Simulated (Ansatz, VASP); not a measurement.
## CsI: VASP beside Ansatz

```
CELL_PARAMETERS angstrom
4.52103 0.00000 0.00000
0.00000 4.52103 0.00000
0.00000 0.00000 4.56670
ATOMIC_POSITIONS crystal
Cs 0.00000 0.00000 0.00000
I 0.50000 0.50000 0.50000
```

Change from the starting cell: equal xx and yy strain of -1 %, crystal datasets.

Alike in both runs: task electric field gradients; functional LDA; k mesh 7 × 7 × 7; occupations fermi-dirac, width 0.01 eV; no spin polarisation.

|  | VASP | Ansatz |
| --- | --- | --- |
| version | VASP 6.6.1 | Ansatz 0.2.0 |
| potentials or method | VASP PAW LDA potentials, release 64 (Cs_sv, I), cutoff 400 eV | all-electron PAW with datasets made for the crystal, scalar-relativistic |

Ansatz gave:

| Property | Result |
| --- | --- |
| gap on the k mesh at the Fermi level (eV) | 3.61 |
| pressure (GPa) | -1.2 |
| traceless stress, the component that is largest in VASP (GPa) | -0.12 |
| size of Vzz on the site where it differs most (V/Å²) | 4.0 |

Task: Which values does VASP return?

Result: gap on the k mesh at the Fermi level (eV): 3.61; pressure (GPa): -1.2; traceless stress, the component that is largest in VASP (GPa): -0.12; size of Vzz on the site where it differs most (V/Å²): 3.8.

LDA's correlation is that of Perdew and Zunger in VASP and of Perdew and Wang (1992) in Ansatz. Ansatz ran all-electron here, and VASP with PAW potentials.

Neither program's run includes spin-orbit coupling.
